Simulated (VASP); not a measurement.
A run of VASP 6.6.1 is set up as follows.

Contents of INCAR:

```
PREC = Accurate
ENCUT = 500
EDIFF = 1E-6
ISMEAR = -1
SIGMA = 0.03
LREAL = F
LASPH = T
NELM = 120
ALGO = Normal
ISIF = 2
LWAVE = F
LCHARG = F
GGA = PS
NBANDS = 16
GGA_COMPAT = F
```

The input KPOINTS:

```
regular mesh
0
Gamma
  8 8 8
```

Contents of POSCAR:

```
AgBr
1.0
    0.0000000000      2.5679688544      2.5679688544
    2.5679688544      0.0000000000      2.5679688544
    2.5679688544      2.5679688544      0.0000000000
Ag Br
1 1
Direct
    0.0000000000      0.0000000000      0.0000000000
    0.5000000000      0.5000000000      0.5000000000
```

Potentials or basis: VASP PAW PBE potentials, release 64 (Ag, Br).

Run with:

```sh
$ cat potpaw_PBE.64/Ag/POTCAR potpaw_PBE.64/Br/POTCAR > POTCAR
$ mpirun -np 1 vasp_std > vasp.out
```

(1) Predict the band gap on the k mesh.

(2) Predict the pressure.

Results:

(1) 0.56 eV, indirect (least direct gap 2.32 eV).

(2) 34.7 GPa.

Caveat: the PAW data sets were made with another functional, which shifts forces and pressure a little.
